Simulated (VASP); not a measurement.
# BAs (lda) (F-43m) in VASP: further runs, part 3 of 3

VASP 6.6.1. Earlier steps stand in the parts before.

### 4 Relaxation of cell and atoms, LDA, target pressure 19.4 GPa, at which the enthalpy is minimised

INCAR reads:

```
SYSTEM = BAs
ALGO     = Normal         ! electronic algorithm
EDIFF    = 1E-7           ! SCF threshold, eV
EDIFFG   = -0.002         ! ionic threshold
ENCUT    = 500            ! plane-wave cutoff, eV
GGA_COMPAT= .FALSE.      
IBRION   = 2              ! ionic algorithm
ISIF     = 3              ! what is computed and relaxed
ISMEAR   = 0              ! smearing method
LASPH    = .TRUE.         ! aspherical terms in the spheres
LCHARG   = .FALSE.        ! write CHGCAR
LREAL    = .FALSE.        ! projectors in reciprocal space
LWAVE    = .FALSE.        ! write WAVECAR
NELM     = 120            ! most SCF steps
NELMIN   = 4            
NSW      = 100            ! ionic steps
PREC     = Accurate       ! precision mode
PSTRESS  = 194.0        
SIGMA    = 0.02           ! smearing width, eV
```

KPOINTS reads:

```
k-points
0
G
  10 10 10
  0 0 0
```

POSCAR reads:

```
BAs
1.0
    0.0000000000      2.2835970547      2.2835970547
    2.2835970547      0.0000000000      2.2835970547
    2.2835970547      2.2835970547      0.0000000000
B As
1 1
Direct
    0.0000000000      0.0000000000      0.0000000000
    0.2500000000      0.2500000000      0.2500000000
```

Potentials or basis: VASP PAW LDA potentials, release 64 (B, As).

Launch:

```
$ cat potpaw_LDA.64/B/POTCAR potpaw_LDA.64/As/POTCAR > POTCAR
$ mpirun -np 1 vasp_std > vasp.out
```

OUTCAR:

```text
SYSTEM = BAs
   EDIFF = 1E-7
   EDIFFG = -0.002
   ENCUT = 500
   IBRION = 2
   ISIF = 3
   ISMEAR = 0
   LASPH = .TRUE.
   LREAL = .FALSE.
   NELM = 120
   NELMIN = 4
   NSW = 100
   PREC = Accurate
   PSTRESS = 194.0

 ion  position               nearest neighbor table
   1  0.000  0.000  0.000-   2 1.98   2 1.98   2 1.98   2 1.98
   2  0.250  0.250  0.250-   1 1.98   1 1.98   1 1.98   1 1.98

  LATTYP: Found a face centered cubic cell.
 ALAT       =     4.5671941094

  Lattice vectors:

 A1 = (   0.0000000000,   2.2835970547,   2.2835970547)
 A2 = (   2.2835970547,   0.0000000000,   2.2835970547)
 A3 = (   2.2835970547,   2.2835970547,   0.0000000000)

Analysis of symmetry for initial positions (statically):
=====================================================================
 Subroutine PRICEL returns:
 Original cell was already a primitive cell.

 Routine SETGRP: Setting up the symmetry group for a
 face centered cubic supercell.

 Subroutine GETGRP returns: Found 24 space group operations
 (whereof 24 operations were pure point group operations)
 out of a pool of 48 trial point group operations.

The static configuration has the point symmetry T_d .

Analysis of symmetry for dynamics (positions and initial velocities):
=====================================================================
 Subroutine PRICEL returns:
 Original cell was already a primitive cell.

 Routine SETGRP: Setting up the symmetry group for a
 face centered cubic supercell.

 Subroutine GETGRP returns: Found 24 space group operations
 (whereof 24 operations were pure point group operations)
 out of a pool of 48 trial point group operations.

The dynamic configuration has the point symmetry T_d .

 Subroutine INISYM returns: Found 24 space group operations
 (whereof 24 operations are pure point group operations),
[... 119 lines left out ...]
  Thomas-Fermi vector in A             =   2.274704
   LORBIT       =      0    0 simple, 1 ext, 2 COOP (PROOUT), +10 PAW based schemes
   GGA     = CA    functional components
   LHFCALC =     F    Hartree Fock is set to
   AEXX    =    0.0000 exact exchange contribution
   IVDW    =     0    specifies the selected vdW correction
   LEPSILON=     F    determine dielectric tensor
   LRPA    =     F    only Hartree local field effects (RPA)
 conjugate gradient relaxation of ions
 non-spin polarized calculation
 Gauss-broadening in eV      SIGMA  =   0.02
  energy-cutoff  :      500.00
  volume of cell :       23.82
 maximum number of plane-waves:       620
   NGX = 11   NGY = 11   NGZ = 11

--------------------------------------- Ionic step        1  -------------------------------------------

 number of electron       7.9999999 magnetization

 Free energy of the ion-electron system (eV)
  ---------------------------------------------------
  ext. energy  EPLUGINS =         0.00000000
  ---------------------------------------------------
  free energy    TOTEN  =       -12.75635699 eV

  energy without entropy =      -12.75635699  energy(sigma->0) =      -12.75635699

------------------------ aborting loop because EDIFF is reached ----------------------------------------

  FORCE on cell =-STRESS in cart. coord.  units (eV):
  Direction    XX          YY          ZZ          XY          YZ          ZX
  --------------------------------------------------------------------------------------
  -------------------------------------------------------------------------------------
  Total        3.1123894      3.1123894      3.1123894     -0.0000000      0.0000000     -0.0000000
  in kB      209.3707893    209.3707893    209.3707893     -0.0000000      0.0000000     -0.0000000
  external PRESSURE =      15.3707893 kB  Pullay stress =     194.0000000 kB
[... 63 lines left out ...]
--------------------------------------- Ionic step        3  -------------------------------------------

 number of electron       7.9999999 magnetization

 Free energy of the ion-electron system (eV)
  ---------------------------------------------------
  ext. energy  EPLUGINS =         0.00000000
  ---------------------------------------------------
  free energy    TOTEN  =       -12.77701758 eV

  energy without entropy =      -12.77701758  energy(sigma->0) =      -12.77701758

 E-fermi :   7.7645     XC(G=0): -11.3251

 val. band max:        7.6801473952   @ k =   0.0000   0.0000   0.0000
 cond. band min:       8.6835601458   @ k =   0.4000   0.4000   0.0000
 fundamental gap:      1.0034127506
 Fermi energy:         7.7645115359

 k-point     1 :       0.0000    0.0000    0.0000
  band No.  band energies     occupation
      1      -8.9214      2.00000
      2       7.6801      2.00000
      3       7.6801      2.00000
      4       7.6801      2.00000
      5      11.1082      0.00000
      6      11.1082      0.00000
      7      11.1082      0.00000
      8      14.0570      0.00000
[... 243 lines left out ...]
 k-point    24 :       0.4000    0.3000    0.0000
  band No.  band energies     occupation
      1      -5.9350      2.00000
      2       0.9210      2.00000
      3       3.1533      2.00000
      4       3.7137      2.00000
      5       9.2684      0.00000
      6      11.0367      0.00000
      7      17.4024      0.00000
      8      17.5355      0.00000

 [... further k-points ...]
[... 5 lines left out ...]
  --------------------------------------------------------------------------------------
  -------------------------------------------------------------------------------------
  Total        2.9032552      2.9032552      2.9032552      0.0000000     -0.0000000      0.0000000
  in kB      193.9653190    193.9653190    193.9653190      0.0000000     -0.0000000      0.0000000
  external PRESSURE =      -0.0346810 kB  Pullay stress =     194.0000000 kB
[... 21 lines left out ...]
  energy  without entropy=      -12.7770175815  energy(sigma->0) =      -12.77701758

  enthalpy is  TOTEN    =        -9.8732432418 eV   P V=        2.9037743397

 reached required accuracy - stopping structural energy minimisation
```

OSZICAR:

```text
N       E                     dE             d eps       ncg     rms          rms(c)
DAV:   1     0.113976134957E+02    0.11398E+02   -0.39605E+03   752   0.866E+02
DAV:   2    -0.134410995982E+02   -0.24839E+02   -0.23725E+02  1080   0.111E+02
DAV:   3    -0.138024548713E+02   -0.36136E+00   -0.36136E+00   816   0.170E+01
DAV:   4    -0.138032949485E+02   -0.84008E-03   -0.84008E-03  1160   0.711E-01
[... 21 lines left out ...]
DAV:   2    -0.127772473659E+02    0.65769E-03   -0.95529E-04   784   0.196E-01    0.831E-02
DAV:   3    -0.127770299373E+02    0.21743E-03   -0.48205E-04   856   0.123E-01    0.304E-02
DAV:   4    -0.127770191191E+02    0.10818E-04   -0.16816E-05   936   0.285E-02    0.176E-02
DAV:   5    -0.127770176232E+02    0.14959E-05   -0.17758E-06  1000   0.929E-03    0.841E-03
DAV:   6    -0.127770175815E+02    0.41687E-07   -0.74475E-08   464   0.213E-03
   3 F= -.98732432E+01 E0= -.98732432E+01  d E =-.782059E-03
```

It took 9.2 s on 1 thread of Intel Xeon Platinum 8488C (Sapphire Rapids), shared host; peak memory 0.13 GiB.

What came out:

```yaml
Free_energy: -12.7770 eV
Relaxed_volume: 11.99 Å³/atom
Relaxed_cell: a = 3.237 Å, b = 3.237 Å, c = 3.237 Å, α = 60.00°, β = 60.00°, γ = 60.00°
Space_group_after_relaxing_to_0.05_Å: F-43m (No. 216)
Energy_change_on_relaxing_the_enthalpy_is_what_falls: -10.3 meV/atom
Ionic_steps: 3
Pressure_after_relaxing: 19.4 GPa
Band_gap_on_the_k_mesh: 1.00 eV, indirect (least direct gap 3.43 eV)
```

The path:
```tsv
step	energy change (eV)	largest force (eV/Å)	pressure (GPa)	volume (Å³)
1	0.0000	0.0000	20.94	23.82
2	-0.0472	0.0000	17.30	24.21
3	-0.0207	0.0000	19.40	23.98
```

Final structure:
```cif
data_structure
_symmetry_space_group_name_H-M 'P 1'
_symmetry_Int_Tables_number 1
_cell_length_a 3.2369
_cell_length_b 3.2369
_cell_length_c 3.2369
_cell_angle_alpha 60.000
_cell_angle_beta 60.000
_cell_angle_gamma 60.000
_cell_volume 23.98
loop_
_atom_site_label
_atom_site_type_symbol
_atom_site_fract_x
_atom_site_fract_y
_atom_site_fract_z
_atom_site_occupancy
B1 B 0.00000 0.00000 0.00000 1
As1 As 0.25000 0.25000 0.25000 1
```

Caveat: the cell is relaxed towards a set pressure, so the enthalpy falls and the energy may rise. A k mesh can miss the band edges.

### 5 Relaxation of cell and atoms, LDA, target pressure 19.4 GPa, at which the enthalpy is minimised

This run uses another cell than the first one, of 13.63 Å³/atom, 1.144 times its volume.

INCAR reads:

```
  ALGO = Normal
  EDIFF = 1E-7
  EDIFFG = -0.002
  ENCUT = 500
  GGA_COMPAT = F
  IBRION = 2
  ISIF = 3
  ISMEAR = 0
  LASPH = T
  LCHARG = F
  LREAL = F
  LWAVE = F
  NELM = 120
  NELMIN = 4
  NSW = 100
  PREC = Accurate
  PSTRESS = 194.0
  SIGMA = 0.02
```

KPOINTS reads:

```
k-points
0
Gamma
  10 10 10
```

POSCAR reads:

```
BAs
1.0
    0.0000000000      2.3885000000      2.3885000000
    2.3885000000      0.0000000000      2.3885000000
    2.3885000000      2.3885000000      0.0000000000
B As
1 1
Direct
    0.0000000000      0.0000000000      0.0000000000
    0.2500000000      0.2500000000      0.2500000000
```

Launch:

```
$ cat potpaw_LDA.64/B/POTCAR potpaw_LDA.64/As/POTCAR > POTCAR
$ mpirun -np 1 vasp_std > vasp.out
```

Wall time 40 s (1 thread of Intel Xeon Platinum 8488C (Sapphire Rapids), shared host); peak memory 0.15 GiB.

The run converged. Its results:

- Free energy: -12.7778 eV
- Relaxed volume: 11.99 Å³/atom
- Relaxed cell: a = 3.237 Å, b = 3.237 Å, c = 3.237 Å, α = 60.00°, β = 60.00°, γ = 60.00°
- Space group after relaxing (to 0.05 Å): F-43m (No. 216)
- Energy change on relaxing (the enthalpy is what falls): +71.4 meV/atom
- Ionic steps: 7
- Pressure after relaxing: 19.4 GPa
- Band gap on the k mesh: 1.00 eV, indirect (least direct gap 3.43 eV)

The path:
```csv
step,energy change (eV),largest force (eV/Å),pressure (GPa),volume (Å³)
1,0.0000,0.0000,-3.08,27.25
2,1.0568,0.0000,67.81,20.39
3,0.1287,0.0000,18.30,24.10
4,0.1407,0.0000,19.24,24.00
5,0.1483,0.0000,19.81,23.94
6,0.1367,0.0000,18.93,24.03
7,0.1428,0.0000,19.40,23.98
```

Final structure:
```
CELL_PARAMETERS angstrom
0.00000 2.28878 2.28878
2.28878 0.00000 2.28878
2.28878 2.28878 0.00000
ATOMIC_POSITIONS crystal
B 0.00000 0.00000 0.00000
As 0.25000 0.25000 0.25000
```

Levels at points of the mesh, in eV from the valence-band top:
| k point | band 1 | band 2 | band 3 | band 4 | band 5 | band 6 | band 7 | band 8 |
| --- | --- | --- | --- | --- | --- | --- | --- | --- |
| (0.00, 0.00, 0.00) | -16.60 | 0.00 | 0.00 | 0.00 | 3.43 | 3.43 | 3.43 | 6.38 |
| (0.50, 0.00, 0.00) | -13.25 | -9.75 | -2.04 | -2.04 | 3.50 | 4.90 | 4.90 | 8.92 |
| (0.50, 0.50, 0.00) | -11.77 | -9.18 | -4.64 | -4.64 | 1.23 | 1.25 | 12.50 | 12.50 |

Caveat: the cell is relaxed towards a set pressure, so the enthalpy falls and the energy may rise. Zero-point motion and thermal expansion aren't in these numbers.

### 6 Summary

```tsv
task	cell	gap on the mesh (eV)	pressure (GPa)
single point	a = 3.229 Å, angles 60.0°, 2 atoms	1.00	20.9
relaxation of cell and atoms	relaxed to 19.4 GPa from a = 3.229 Å, angles 60.0°, 2 atoms	1.00	19.4
relaxation of cell and atoms	relaxed to 19.4 GPa from a = 3.378 Å, angles 60.0°, 2 atoms	1.00	19.4
```

Alike in all rows: level LDA; potentials or basis VASP PAW LDA potentials, release 64 (B, As); no spin polarisation; k mesh 10 × 10 × 10; cutoff (eV) 500; smearing gaussian 0.02 eV.

Caveats: the cell is relaxed towards a set pressure, so the enthalpy falls and the energy may rise (some runs).

Total energies depend on the potentials used, so only differences within one code and one set of settings carry meaning.
